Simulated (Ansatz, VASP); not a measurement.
# One calculation of Rh, two programs

INCAR

```
  ALGO = Fast
  EDIFF = 1E-6
  ENCUT = 520
  GGA = PE
  ISIF = 2
  ISMEAR = 0
  LASPH = T
  LCHARG = F
  LREAL = F
  LWAVE = F
  NBANDS = 14
  NELM = 100
  PREC = Accurate
  SIGMA = 0.1
```

KPOINTS

```
k-points
0
Gamma
  24 24 24
```

Contents of POSCAR:

```
Rh
1.0
    0.0000000000      1.9337251376      1.9337251376
    1.9337251376      0.0000000000      1.9337251376
    1.9337251376      1.9337251376      0.0000000000
Rh
1
Direct
    0.0000000000      0.0000000000      0.0000000000
```

Input for Ansatz:

```yaml
crystal:
  lattice:
    - [0.0, 1.9337251376, 1.9337251376]
    - [1.9337251376, 0.0, 1.9337251376]
    - [1.9337251376, 1.9337251376, 0.0]
  atoms:
    - { symbol: Rh, position: [0.0, 0.0, 0.0] }
basis:
  ecutwfc: 420
kpoints:
  mp_grid: { grid: [24, 24, 24] }
hamiltonian:
  xc: pbe
scf:
  occupations: { method: gaussian, width: 0.1 }
output:
  forces: true
  stress: true
  eigenvalues: true
```

Alike in both runs: task single point; functional PBE; k mesh 24 × 24 × 24; occupations gaussian, width 0.1 eV; no spin polarisation.

```csv
,VASP,Ansatz
version,VASP 6.6.1,Ansatz 0.2.0
potentials or method,"VASP PAW PBE potentials, release 64 (Rh_pv), cutoff 520 eV","scalar-relativistic, plane waves, PAW"
valence electrons in the cell,15,17
```

```tsv
	VASP	Ansatz	Ansatz less VASP
gap on the k mesh at the Fermi level (eV)	none	none	-
pressure (GPa)	-7.0	-7.0	0.00
```

A gap of «none» marks a metal or a gap that the smearing closes. With one functional, cell and mesh, what is left measures potentials, basis and numerics. VASP's potentials hold 15 valence electrons a cell and Ansatz's 17, so a difference there can come from the potentials and not from the codes.
